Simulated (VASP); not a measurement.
# Al3H (P2_1/m) in VASP: single point with PBE

Aim: the single point of Al3H with PBE.

All numbers are computed with VASP 6.6.1; they aren't measurements. Logs are shortened: lines on timing, memory, paths and dates and some standing lists are left out, and cuts for length are marked.

**1. The cell of the first run**

The typed cell holds 8 atoms: a = 2.869 Å, b = 8.576 Å, c = 4.396 Å, α = 90.00°, β = 90.03°, γ = 90.00°.

**2. Single point, PBE**

The input, INCAR:

```
SYSTEM = Al3H
ALGO = Normal
EDIFF = 1E-6
ENCUT = 520
GGA = PE
ISIF = 2
ISMEAR = 0
LASPH = .TRUE.
LCHARG = .TRUE.
LELF = .TRUE.
LREAL = .FALSE.
LVHAR = .TRUE.
LWAVE = .FALSE.
NBANDS = 20
NELM = 80
PREC = Accurate
SIGMA = 0.1
```

The input, KPOINTS:

```
k-points
0
G
  14 6 8
  0 0 0
```

The input, POSCAR:

```
Al3H
1.0
    2.8686685790      0.0000000000      0.0546124554
    0.0000000000      8.5764742214      0.0000000000
   -0.0860078109      0.0000000000      4.3946902226
Al H
6 2
Direct
    0.7500127703      0.5723298166      0.2590430926
    0.2499872297      0.0723298166      0.7409569074
    0.2499872297      0.4276701834      0.7409569074
    0.7500127703      0.9276701834      0.2590430926
    0.2497213322      0.7500000000      0.8354735095
    0.7502786678      0.2500000000      0.1645264905
    0.2503130043      0.2500000000      0.4598272752
    0.7496869957      0.7500000000      0.5401727248
```

Potentials or basis: VASP PAW PBE potentials, release 64 (Al, H).

Launch:

```bash
> cat potpaw_PBE.64/Al/POTCAR potpaw_PBE.64/H/POTCAR > POTCAR
> mpirun -np 1 vasp_std > vasp.out
```

OUTCAR:

```text
SYSTEM = Al3H
   EDIFF = 1E-6
   ENCUT = 520
   GGA = PE
   ISIF = 2
   ISMEAR = 0
   LASPH = .TRUE.
   LREAL = .FALSE.
   NELM = 80
   PREC = Accurate

 ion  position               nearest neighbor table
   1  0.750  0.572  0.259-   8 1.96   6 2.80   5 2.80   5 2.80   3 2.84   3 2.84   3 2.96   3 2.96
                             4 3.05   5 3.29   5 3.29
   2  0.250  0.072  0.741-   7 1.96   5 2.80   6 2.80   6 2.80   4 2.84   4 2.84   4 2.96   4 2.96
                             3 3.05   6 3.29   6 3.29
   3  0.250  0.428  0.741-   7 1.96   5 2.80   6 2.80   6 2.80   1 2.84   1 2.84   1 2.96   1 2.96
                             2 3.05   6 3.29   6 3.29
   4  0.750  0.928  0.259-   8 1.96   6 2.80   5 2.80   5 2.80   2 2.84   2 2.84   2 2.96   2 2.96
                             1 3.05   5 3.29   5 3.29
   5  0.250  0.750  0.835-   8 1.93   8 1.94   2 2.80   3 2.80   1 2.80   4 2.80   1 2.80   4 2.80
                             4 3.29   1 3.29   1 3.29   4 3.29
   6  0.750  0.250  0.165-   7 1.93   7 1.94   4 2.80   1 2.80   2 2.80   3 2.80   2 2.80   3 2.80
                             3 3.29   2 3.29   2 3.29   3 3.29
   7  0.250  0.250  0.460-   6 1.93   6 1.94   2 1.96   3 1.96
   8  0.750  0.750  0.540-   5 1.93   5 1.94   4 1.96   1 1.96

  LATTYP: Found a simple monoclinic cell.
 ALAT       =     2.8691883759
 B/A-ratio  =     2.9891638672
 C/A-ratio  =     1.5319774058
 COS(beta)  =    -0.0005330867

  Lattice vectors:

 A1 = (   2.8686685790,   0.0000000000,   0.0546124554)
 A2 = (   0.0000000000,   8.5764742214,   0.0000000000)
 A3 = (  -0.0860078109,   0.0000000000,   4.3946902226)

Analysis of symmetry for initial positions (statically):
=====================================================================
 Subroutine PRICEL returns:
 Original cell was already a primitive cell.

 Routine SETGRP: Setting up the symmetry group for a
 simple monoclinic supercell.

 Subroutine GETGRP returns: Found  4 space group operations
 (whereof  2 operations were pure point group operations)
 out of a pool of  4 trial point group operations.

The static configuration has the point symmetry S_2 .
 The point group associated with its full space group is C_2h.

Analysis of symmetry for dynamics (positions and initial velocities):
=====================================================================
 Subroutine PRICEL returns:
 Original cell was already a primitive cell.

 Routine SETGRP: Setting up the symmetry group for a
 simple monoclinic supercell.

 Subroutine GETGRP returns: Found  4 space group operations
 (whereof  2 operations were pure point group operations)
 out of a pool of  4 trial point group operations.

The dynamic configuration has the point symmetry S_2 .
 The point group associated with its full space group is C_2h.

 Subroutine INISYM returns: Found  4 space group operations
 (whereof  2 operations are pure point group operations),
 and found     1 'primitive' translations

----------------------------------------------------------------------------------------

                                     Primitive cell

  volume of cell :     108.1631

  direct lattice vectors                    reciprocal lattice vectors
     2.868668579  0.000000000  0.054612455     0.348463941  0.000000000  0.006819735
     0.000000000  8.576474221  0.000000000     0.000000000  0.116598030  0.000000000
    -0.086007811  0.000000000  4.394690223    -0.004330333  0.000000000  0.227462576

  length of vectors
     2.869188376  8.576474221  4.395531765     0.348530668  0.116598030  0.227503791

  position of ions in fractional coordinates (direct lattice)
     0.750012770  0.572329817  0.259043093
     0.249987230  0.072329817  0.740956907
     0.249987230  0.427670183  0.740956907
     0.750012770  0.927670183  0.259043093
     0.249721332  0.750000000  0.835473509
     0.750278668  0.250000000  0.164526491
     0.250313004  0.250000000  0.459827275
     0.749686996  0.750000000  0.540172725

  ion indices of the primitive-cell ions
   primitive index   ion index
                 1           1
                 2           2
                 3           3
                 4           4
                 5           5
                 6           6
                 7           7
                 8           8

----------------------------------------------------------------------------------------

 KPOINTS: k-points

Automatic generation of k-mesh.
 Grid dimensions read from file:
 generate k-points for:   14    6    8

 Generating k-lattice:

  Cartesian coordinates                     Fractional coordinates (reciprocal lattice)
     0.024890281  0.000000000  0.000487124     0.071428571  0.000000000  0.000000000
     0.000000000  0.019433005  0.000000000     0.000000000  0.166666667  0.000000000
    -0.000541292  0.000000000  0.028432822     0.000000000  0.000000000  0.125000000

  Length of vectors
     0.024895048  0.019433005  0.028437974

  Shift w.r.t. Gamma in fractional coordinates (k-lattice)
     0.000000000  0.000000000  0.000000000

 Subroutine IBZKPT returns following result:
 ===========================================

 Found    232 irreducible k-points:

 Following reciprocal coordinates:
            Coordinates               Weight
  0.000000  0.000000  0.000000      1.000000
  0.071429  0.000000  0.000000      2.000000
  0.142857  0.000000  0.000000      2.000000
  0.214286  0.000000  0.000000      2.000000
  0.285714  0.000000  0.000000      2.000000
  0.357143  0.000000  0.000000      2.000000
[... 16 lines left out ...]
  0.428571  0.333333  0.000000      4.000000
  0.500000  0.333333  0.000000      2.000000
 [... further k-points ...]
   k-points           NKPTS =    232   k-points in BZ     NKDIM =    232   number of bands    NBANDS=     20
   number of dos      NEDOS =    301   number of ions     NIONS =      8
   total plane-waves  NPLWV =  55296
   dimension x,y,z NGX =    24 NGY =   64 NGZ =   36
   dimension x,y,z NGXF=    48 NGYF=  128 NGZF=   72
   ions per type =               6   2
   NGX,Y,Z   is equivalent  to a cutoff of  13.91, 12.41, 13.62 a.u.
   NGXF,Y,Z  is equivalent  to a cutoff of  27.81, 24.81, 27.23 a.u.
 SYSTEM =  Al3H
   PREC   = accura    normal or accurate (medium, high low for compatibility)
   ISTART =      0    job   : 0-new  1-cont  2-samecut
   ICHARG =      2    charge: 1-file 2-atom 10-const
   ISPIN  =      1    spin polarized calculation?
   LNONCOLLINEAR =      F non collinear calculations
   LSORBIT =      F    spin-orbit coupling
   LASPH  =      T    aspherical Exc in radial PAW
   ENCUT  =  520.0 eV  38.22 Ry    6.18 a.u.   5.33 15.95  8.17*2*pi/ulx,y,z
   NELM   =     80;   NELMIN=  2; NELMDL= -5     # of ELM steps
   EDIFF  = 0.1E-05   stopping-criterion for ELM
   LREAL  =      F    real-space projection
   EDIFFG = 0.1E-04   stopping-criterion for IOM
   NSW    =      0    number of steps for IOM
   IBRION =     -1    ionic relax: 0-MD 1-quasi-New 2-CG
   NFREE  =      0    steps in history (QN), initial steepest desc. (CG)
   ISIF   =      2    stress and relaxation
   ISYM   =      2    0-nonsym 1-usesym 2-fastsym
   POTIM  = 0.5000    time-step for ionic-motion
   TEBEG  =    0.0;   TEEND  =   0.0 temperature during run
   PSTRESS=    0.0 pullay stress
   NELECT =      20.0000    total number of electrons
   NUPDOWN=      -1.0000    fix difference up-down
   EMIN   =  10.00;   EMAX   =-10.00  energy-range for DOS
   EFERMI =   0.00;   METHOD = LEGACY
   ISMEAR =     0;   SIGMA  =   0.10  broadening in eV -4-tet -1-fermi 0-gaus
   EFERMI_NEDOS =   21; number of points for ismear=-14 and -15
   IALGO  =     38    algorithm
   IMIX   =      4    mixing-type and parameters
     AMIX     =   0.40;   BMIX     =  1.00
     AMIX_MAG =   1.60;   BMIX_MAG =  1.00
  volume/ion in A,a.u.               =      13.52        91.24
  Fermi-wavevector in a.u.,A,eV,Ry     =   0.932664  1.762479 11.835186  0.869862
  Thomas-Fermi vector in A             =   2.059285
   LORBIT       =      0    0 simple, 1 ext, 2 COOP (PROOUT), +10 PAW based schemes
   GGA     = PE    functional components
   LHFCALC =     F    Hartree Fock is set to
   AEXX    =    0.0000 exact exchange contribution
   IVDW    =     0    specifies the selected vdW correction
   LEPSILON=     F    determine dielectric tensor
   LRPA    =     F    only Hartree local field effects (RPA)
 non-spin polarized calculation
 Gauss-broadening in eV      SIGMA  =   0.10
  energy-cutoff  :      520.00
  volume of cell :      108.16
 maximum number of plane-waves:      2944
 NGX is ok and might be reduce to    24
   NGX = 11   NGY = 31   NGZ = 17

 number of electron      19.9999998 magnetization

 Free energy of the ion-electron system (eV)
  ---------------------------------------------------
  ext. energy  EPLUGINS =         0.00000000
  ---------------------------------------------------
  free energy    TOTEN  =       -27.95416983 eV

  energy without entropy =      -27.94525103  energy(sigma->0) =      -27.94971043

 E-fermi :   7.4581     XC(G=0): -10.0887

 val. band max:        7.4543224076   @ k =  -0.2143   0.5000   0.2500
 cond. band min:       7.4611552418   @ k =   0.2857   0.3333   0.5000
 fundamental gap:      0.0068328342
 Fermi energy:         7.4581302249

 k-point     1 :       0.0000    0.0000    0.0000
  band No.  band energies     occupation
      1      -4.0866      2.00000
      2      -2.6714      2.00000
      3      -1.4653      2.00000
      4       2.0084      2.00000
      5       3.5272      2.00000
      6       3.8811      2.00000
[... 12 lines left out ...]
     19      14.7818      0.00000
     20      14.8812      0.00000

 k-point     2 :       0.0714    0.0000    0.0000
  band No.  band energies     occupation
      1      -3.9983      2.00000
      2      -2.5881      2.00000
      3      -1.3747      2.00000
      4       2.0757      2.00000
      5       3.5989      2.00000
      6       3.9639      2.00000
[... 498 lines left out ...]
 k-point    24 :       0.5000    0.3333    0.0000
  band No.  band energies     occupation
      1      -0.2473      2.00000
      2      -0.2470      2.00000
      3       1.6150      2.00000
      4       1.6157      2.00000
      5       3.6144      2.00000
      6       3.6144      2.00000
[... 12 lines left out ...]
     19      11.2877      0.00000
     20      11.2956      0.00000

 [... further k-points ...]

------------------------ aborting loop because EDIFF is reached ----------------------------------------

  FORCE on cell =-STRESS in cart. coord.  units (eV):
  Direction    XX          YY          ZZ          XY          YZ          ZX
  --------------------------------------------------------------------------------------
  -------------------------------------------------------------------------------------
  Total       -0.0273388     -0.0361026     -0.0597371      0.0000000      0.0000000      0.0120692
  in kB       -0.4049594     -0.5347732     -0.8848619      0.0000000      0.0000000      0.1787761
  external PRESSURE =      -0.6081982 kB  Pullay stress =       0.0000000 kB

 VOLUME and BASIS-vectors are now :
 -----------------------------------------------------------------------------
  energy-cutoff  :      520.00
  volume of cell :      108.16
      direct lattice vectors                 reciprocal lattice vectors
     2.868668579  0.000000000  0.054612455     0.348463941  0.000000000  0.006819735
     0.000000000  8.576474221  0.000000000     0.000000000  0.116598030  0.000000000
    -0.086007811  0.000000000  4.394690223    -0.004330333  0.000000000  0.227462576

 POSITION                                       TOTAL-FORCE (eV/Angst)
 -----------------------------------------------------------------------------------
      2.12926      4.90857      1.17937        -0.000219      0.000186      0.000993
      0.65340      0.62033      3.26993         0.000219      0.000186     -0.000993
      0.65340      3.66790      3.26993         0.000219     -0.000186     -0.000993
      2.12926      7.95614      1.17937        -0.000219     -0.000186      0.000993
      0.64451      6.43236      3.68529         0.000093     -0.000000      0.000070
      2.13815      2.14412      0.76402        -0.000093     -0.000000     -0.000070
      0.67852      2.14412      2.03447        -0.000110     -0.000000      0.000367
      2.10414      6.43236      2.41483         0.000110     -0.000000     -0.000367
 -----------------------------------------------------------------------------------
    total drift:                               -0.000000     -0.000000      0.000000

  FREE ENERGIE OF THE ION-ELECTRON SYSTEM (eV)
  ---------------------------------------------------
  free  energy   TOTEN  =       -27.9541698254 eV

  energy  without entropy=      -27.9452510295  energy(sigma->0) =      -27.94971043
```

Wall time 3.2 min (1 thread of Intel Xeon Platinum 8559C (Emerald Rapids), shared host); peak memory 0.48 GiB.

Results:

```
Free energy            : -27.9542 eV
Pressure               : -0.1 GPa
Band gap on the k mesh : zero (bands 10 and 11 overlap by 4.41 eV)
```
